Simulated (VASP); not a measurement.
FeCo, 2 atoms in the cell. Symmetry: P4/mmm, No. 123, tetragonal system. Conventional cell: a = 2.845 Å, b = 2.845 Å, c = 2.930 Å, α = 90.00°, β = 90.00°, γ = 90.00°. Fe (site symmetry 4/mmm) has 8 Co at 2.49 Å and 6 Fe at 2.84 to 2.93 Å within 3.3 Å. Co (site symmetry 4/mmm) has 8 Fe at 2.49 Å and 6 Co at 2.84 to 2.93 Å within 3.3 Å.  This cell differs from its parent crystal: strain along c alone, the other axes held: +3.0 %.

| Property | Result |
| --- | --- |
| Program | VASP 6.6.1 |
| Task | single point |
| Functional | PBE |
| Potentials or basis | VASP PAW PBE potentials, release 64 (Fe, Co) |
| Cutoff | 600 eV |
| k mesh | 14 × 14 × 14 |
| Occupations | gaussian, width 0.1 eV |
| Spin | collinear spin, ferromagnetic start |
| Starting moments | [3.09, 2.02] μB |
| Dipole correction | no |
| Further INCAR settings | ALGO = Normal; EDIFF = 1e-06; NBANDS = 20 |

Potentials or basis: VASP PAW PBE potentials, release 64 (Fe, Co).

Run with:

```bash
$ cat potpaw_PBE.64/Fe/POTCAR potpaw_PBE.64/Co/POTCAR > POTCAR
$ mpirun -np 1 vasp_std > vasp.out
```

Hardware: 1 thread of Oxide Virtual Turin-like Processor, on a shared host.

Task: Estimate the wall time of this run.

Result: It took 5.5 min on 1 thread of Oxide Virtual Turin-like Processor (shared host), peak memory 0.33 GiB. Counts: scf iterations 14, k points 288.
